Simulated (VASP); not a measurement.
# TePb (Fm-3m) in VASP: a series of runs

TePb is run at these levels: PBEsol; tasks: single point, relaxation of cell and atoms.

All numbers are computed with VASP 6.6.1; they aren't measurements. Logs are shortened: lines on timing, memory, paths and dates and some standing lists are left out, and cuts for length are marked.

## (1) The cell of the first run

It takes space group Fm-3m (No. 225, cubic). Conventional cell: a = 6.443 Å, b = 6.443 Å, c = 6.443 Å, α = 90.00°, β = 90.00°, γ = 90.00°. Te (site symmetry m-3m) has 6 Pb at 3.22 Å within 4.2 Å. Within 4.2 Å of Pb (site symmetry m-3m) lie 6 Te at 3.22 Å.

## (2) Single point, PBEsol

File INCAR:

```
SYSTEM = TePb
ALGO     = Normal         ! electronic algorithm
EDIFF    = 1E-7           ! SCF threshold, eV
ENCUT    = 520            ! plane-wave cutoff, eV
GGA      = PS             ! functional
ISIF     = 2              ! what is computed and relaxed
ISMEAR   = 0              ! smearing method
LASPH    = .True.         ! aspherical terms in the spheres
LCHARG   = .True.         ! write CHGCAR
LELF     = .True.         ! ELF
LREAL    = .False.        ! projectors in reciprocal space
LVHAR    = .True.       
LWAVE    = .False.        ! write WAVECAR
NBANDS   = 17             ! bands
NELM     = 80             ! most SCF steps
PREC     = Accurate       ! precision mode
SIGMA    = 0.02           ! smearing width, eV
```

File KPOINTS:

```
k-points
0
Gamma
  8 8 8
  0 0 0
```

File POSCAR:

```
TePb
1.0
    0.0000000000      3.2216236207      3.2216236207
    3.2216236207      0.0000000000      3.2216236207
    3.2216236207      3.2216236207      0.0000000000
Te Pb
1 1
Direct
    0.5000000000      0.5000000000      0.5000000000
    0.0000000000      0.0000000000      0.0000000000
```

Potentials or basis: VASP PAW PBE potentials, release 64 (Te, Pb_d).

Launch:

```console
$ cat potpaw_PBE.64/Te/POTCAR potpaw_PBE.64/Pb_d/POTCAR > POTCAR
$ mpirun -np 1 vasp_std > vasp.out
```

OUTCAR:

```text
SYSTEM = TePb
   EDIFF = 1E-7
   ENCUT = 520
   GGA = PS
   ISIF = 2
   ISMEAR = 0
   LASPH = .True.
   LREAL = .False.
   NELM = 80
   PREC = Accurate

 ion  position               nearest neighbor table
   1  0.500  0.500  0.500-   2 3.22   2 3.22   2 3.22   2 3.22   2 3.22   2 3.22
   2  0.000  0.000  0.000-   1 3.22   1 3.22   1 3.22   1 3.22   1 3.22   1 3.22

  LATTYP: Found a face centered cubic cell.
 ALAT       =     6.4432472414

  Lattice vectors:

 A1 = (   0.0000000000,   3.2216236207,   3.2216236207)
 A2 = (   3.2216236207,   0.0000000000,   3.2216236207)
 A3 = (   3.2216236207,   3.2216236207,   0.0000000000)

Analysis of symmetry for initial positions (statically):
=====================================================================
 Subroutine PRICEL returns:
 Original cell was already a primitive cell.

 Routine SETGRP: Setting up the symmetry group for a
 face centered cubic supercell.

 Subroutine GETGRP returns: Found 48 space group operations
 (whereof 48 operations were pure point group operations)
 out of a pool of 48 trial point group operations.

The static configuration has the point symmetry O_h .

Analysis of symmetry for dynamics (positions and initial velocities):
=====================================================================
 Subroutine PRICEL returns:
 Original cell was already a primitive cell.

 Routine SETGRP: Setting up the symmetry group for a
 face centered cubic supercell.

 Subroutine GETGRP returns: Found 48 space group operations
 (whereof 48 operations were pure point group operations)
 out of a pool of 48 trial point group operations.

The dynamic configuration has the point symmetry O_h .

 Subroutine INISYM returns: Found 48 space group operations
 (whereof 48 operations are pure point group operations),
 and found     1 'primitive' translations

----------------------------------------------------------------------------------------

                                     Primitive cell

  volume of cell :      66.8736

  direct lattice vectors                    reciprocal lattice vectors
     0.000000000  3.221623621  3.221623621    -0.155201246  0.155201246  0.155201246
     3.221623621  0.000000000  3.221623621     0.155201246 -0.155201246  0.155201246
     3.221623621  3.221623621  0.000000000     0.155201246  0.155201246 -0.155201246

  length of vectors
     4.556063817  4.556063817  4.556063817     0.268816443  0.268816443  0.268816443

[... 79 lines left out ...]
   NELM   =     80;   NELMIN=  2; NELMDL= -5     # of ELM steps
   EDIFF  = 0.1E-06   stopping-criterion for ELM
   LREAL  =      F    real-space projection
   EDIFFG = 0.1E-05   stopping-criterion for IOM
   NSW    =      0    number of steps for IOM
   IBRION =     -1    ionic relax: 0-MD 1-quasi-New 2-CG
   NFREE  =      0    steps in history (QN), initial steepest desc. (CG)
   ISIF   =      2    stress and relaxation
   ISYM   =      2    0-nonsym 1-usesym 2-fastsym
   POTIM  = 0.5000    time-step for ionic-motion
   TEBEG  =    0.0;   TEEND  =   0.0 temperature during run
   PSTRESS=    0.0 pullay stress
   NELECT =      20.0000    total number of electrons
   NUPDOWN=      -1.0000    fix difference up-down
   EMIN   =  10.00;   EMAX   =-10.00  energy-range for DOS
   EFERMI =   0.00;   METHOD = LEGACY
   ISMEAR =     0;   SIGMA  =   0.02  broadening in eV -4-tet -1-fermi 0-gaus
   EFERMI_NEDOS =   21; number of points for ismear=-14 and -15
   IALGO  =     38    algorithm
   IMIX   =      4    mixing-type and parameters
     AMIX     =   0.40;   BMIX     =  1.00
     AMIX_MAG =   1.60;   BMIX_MAG =  1.00
  volume/ion in A,a.u.               =      33.44       225.64
  Fermi-wavevector in a.u.,A,eV,Ry     =   1.094796  2.068865 16.307660  1.198579
  Thomas-Fermi vector in A             =   2.231108
   LORBIT       =      0    0 simple, 1 ext, 2 COOP (PROOUT), +10 PAW based schemes
   GGA     = PS    functional components
   LHFCALC =     F    Hartree Fock is set to
   AEXX    =    0.0000 exact exchange contribution
   IVDW    =     0    specifies the selected vdW correction
   LEPSILON=     F    determine dielectric tensor
   LRPA    =     F    only Hartree local field effects (RPA)
 non-spin polarized calculation
 Gauss-broadening in eV      SIGMA  =   0.02
  energy-cutoff  :      520.00
  volume of cell :       66.87
 maximum number of plane-waves:      1826
 NGX is ok and might be reduce to    36
   NGX = 17   NGY = 17   NGZ = 17

 number of electron      20.0000002 magnetization

 Free energy of the ion-electron system (eV)
  ---------------------------------------------------
  ext. energy  EPLUGINS =         0.00000000
  ---------------------------------------------------
  free energy    TOTEN  =        -8.25905996 eV

  energy without entropy =       -8.25905996  energy(sigma->0) =       -8.25905996

 E-fermi :   5.7026     XC(G=0):  -9.5093

 val. band max:        5.5740548485   @ k =   0.5000   0.0000   0.0000
 cond. band min:       6.2239112270   @ k =   0.5000   0.0000   0.0000
 fundamental gap:      0.6498563785
 Fermi energy:         5.7026458476

 k-point     1 :       0.0000    0.0000    0.0000
  band No.  band energies     occupation
      1     -11.0706      2.00000
      2     -11.0706      2.00000
      3     -11.0590      2.00000
      4     -11.0590      2.00000
      5     -11.0590      2.00000
      6      -6.5335      2.00000
[... 457 lines left out ...]
      4     -11.0465      2.00000
      5     -11.0378      2.00000
      6      -4.8706      2.00000
[... 9 lines left out ...]
     16      15.3647      0.00000
     17      15.6295      0.00000

 [... further k-points ...]

------------------------ aborting loop because EDIFF is reached ----------------------------------------

  FORCE on cell =-STRESS in cart. coord.  units (eV):
  Direction    XX          YY          ZZ          XY          YZ          ZX
  --------------------------------------------------------------------------------------
  -------------------------------------------------------------------------------------
  Total       -0.0092235     -0.0092235     -0.0092235     -0.0000000      0.0000000      0.0000000
  in kB       -0.2209790     -0.2209790     -0.2209790     -0.0000000      0.0000000      0.0000000
  external PRESSURE =      -0.2209790 kB  Pullay stress =       0.0000000 kB

 VOLUME and BASIS-vectors are now :
 -----------------------------------------------------------------------------
  energy-cutoff  :      520.00
  volume of cell :       66.87
      direct lattice vectors                 reciprocal lattice vectors
     0.000000000  3.221623621  3.221623621    -0.155201246  0.155201246  0.155201246
     3.221623621  0.000000000  3.221623621     0.155201246 -0.155201246  0.155201246
     3.221623621  3.221623621  0.000000000     0.155201246  0.155201246 -0.155201246

 POSITION                                       TOTAL-FORCE (eV/Angst)
 -----------------------------------------------------------------------------------
      3.22162      3.22162      3.22162         0.000000      0.000000     -0.000000
      0.00000      0.00000      0.00000        -0.000000     -0.000000      0.000000
 -----------------------------------------------------------------------------------
    total drift:                               -0.000000      0.000000      0.000000

  FREE ENERGIE OF THE ION-ELECTRON SYSTEM (eV)
  ---------------------------------------------------
  free  energy   TOTEN  =        -8.2590599637 eV

  energy  without entropy=       -8.2590599637  energy(sigma->0) =       -8.25905996
```

OSZICAR:

```text
N       E                     dE             d eps       ncg     rms          rms(c)
DAV:   1     0.152184205127E+03    0.15218E+03   -0.90702E+03   986   0.112E+03
DAV:   2     0.231934234344E+01   -0.14986E+03   -0.14562E+03  1052   0.293E+02
DAV:   3    -0.808796297647E+01   -0.10407E+02   -0.10316E+02  1276   0.838E+01
DAV:   4    -0.836880447539E+01   -0.28084E+00   -0.28071E+00  1314   0.151E+01
DAV:   5    -0.837650918408E+01   -0.77047E-02   -0.77045E-02  1341   0.223E+00    0.342E+00
DAV:   6    -0.826462167988E+01    0.11189E+00   -0.23954E-01  1437   0.372E+00    0.210E+00
DAV:   7    -0.825880948116E+01    0.58122E-02   -0.71142E-02  1267   0.140E+00    0.877E-01
DAV:   8    -0.825914034218E+01   -0.33086E-03   -0.82323E-03  1260   0.919E-01    0.124E-01
DAV:   9    -0.825906186681E+01    0.78475E-04   -0.10941E-03  1525   0.340E-01    0.476E-02
DAV:  10    -0.825905858570E+01    0.32811E-05   -0.10350E-04  1279   0.895E-02    0.211E-02
DAV:  11    -0.825906025832E+01   -0.16726E-05   -0.24194E-05  1323   0.362E-02    0.141E-02
DAV:  12    -0.825906020531E+01    0.53019E-07   -0.13931E-06  1170   0.860E-03    0.956E-03
DAV:  13    -0.825905994438E+01    0.26092E-06   -0.21605E-07  1075   0.370E-03    0.428E-03
DAV:  14    -0.825905996371E+01   -0.19321E-07   -0.21989E-07   859   0.404E-03
   1 F= -.82590600E+01 E0= -.82590600E+01  d E =-.981514E-22
```

Wall time 60 s (1 thread of Intel Xeon 8259CL, shared host); peak memory 0.22 GiB.

Results:

| Property | Result |
| --- | --- |
| Free energy | -8.2591 eV |
| Pressure | 0.0 GPa |
| Band gap on the k mesh | 0.65 eV |

Caveat: the PAW data sets were made with another functional, which shifts forces and pressure a little; spin-orbit coupling is left out, which moves the levels of the heavy elements. A k mesh can miss the band edges.

## (3) Relaxation of cell and atoms, PBEsol

This run uses another cell than the first one, of 35.48 Å³/atom.

File INCAR:

```
SYSTEM = TePb
  PREC = Accurate
  ENCUT = 600
  EDIFF = 1E-6
  ISMEAR = 0
  SIGMA = 0.02
  LREAL = .FALSE.
  LASPH = .TRUE.
  NELM = 100
  ALGO = Normal
  ISIF = 3
  LWAVE = .FALSE.
  LCHARG = .FALSE.
  GGA = PS
  IBRION = 2
  NSW = 70
  EDIFFG = -0.005
```

File KPOINTS:

```
regular mesh
0
G
  8 8 8
  0 0 0
```

File POSCAR:

```
TePb
1.0
    0.0000000000      3.2860507263      3.2860507263
    3.2860507263      0.0000000000      3.2860507263
    3.2860507263      3.2860507263      0.0000000000
Te Pb
1 1
Direct
    0.5000000000      0.5000000000      0.5000000000
    0.0000000000      0.0000000000      0.0000000000
```

Potentials or basis: VASP PAW PBE potentials, release 64 (Te, Pb_d).

Launch:

```console
$ cat potpaw_PBE.64/Te/POTCAR potpaw_PBE.64/Pb_d/POTCAR > POTCAR
$ mpirun -np 1 vasp_std > vasp.out
```

Run time: 2.5 min. Hardware: 1 thread of Intel Xeon 8259CL, shared host; peak memory 0.26 GiB.

It converged, with:

| Property | Result |
| --- | --- |
| Free energy | -8.2594 eV |
| Relaxed volume | 33.45 Å³/atom |
| Relaxed cell | a = 4.557 Å, b = 4.557 Å, c = 4.557 Å, α = 60.00°, β = 60.00°, γ = 60.00° |
| Space group after relaxing (to 0.1 Å) | Fm-3m (No. 225) |
| Energy gained by relaxing | 15.6 meV/atom |
| Ionic steps | 3 |
| Pressure after relaxing | 0.0 GPa |
| Band gap on the k mesh | 0.65 eV |

The path:
| step | energy change (eV) | largest force (eV/Å) | pressure (GPa) | volume (Å³) |
| --- | --- | --- | --- | --- |
| 1 | 0.0000 | 0.0000 | -2.34 | 70.97 |
| 2 | -0.0286 | 0.0000 | 0.80 | 65.78 |
| 3 | -0.0313 | 0.0000 | 0.00 | 66.90 |

Final structure:
```cif
data_structure
_symmetry_space_group_name_H-M 'P 1'
_symmetry_Int_Tables_number 1
_cell_length_a 4.5566
_cell_length_b 4.5566
_cell_length_c 4.5566
_cell_angle_alpha 60.000
_cell_angle_beta 60.000
_cell_angle_gamma 60.000
_cell_volume 66.90
loop_
_atom_site_label
_atom_site_type_symbol
_atom_site_fract_x
_atom_site_fract_y
_atom_site_fract_z
_atom_site_occupancy
Te1 Te 0.50000 0.50000 0.50000 1
Pb1 Pb 0.00000 0.00000 0.00000 1
```

Levels at points of the mesh, in eV from the valence-band top:
| k point | band 7 | band 8 | band 9 | band 10 | band 11 | band 12 | band 13 | band 14 |
| --- | --- | --- | --- | --- | --- | --- | --- | --- |
| (0.00, 0.00, 0.00) | -5.59 | -1.37 | -1.37 | -1.37 | 4.07 | 4.07 | 4.07 | 5.74 |
| (0.50, 0.00, 0.00) | -8.65 | -0.90 | -0.90 | 0.00 | 0.65 | 1.22 | 1.22 | 8.30 |
| (0.50, 0.50, 0.00) | -7.32 | -4.59 | -2.85 | -2.85 | 3.17 | 5.49 | 5.49 | 6.73 |

Caveat: the PAW data sets were made with another functional, which shifts forces and pressure a little; spin-orbit coupling is left out, which moves the levels of the heavy elements. A k mesh can miss the band edges.
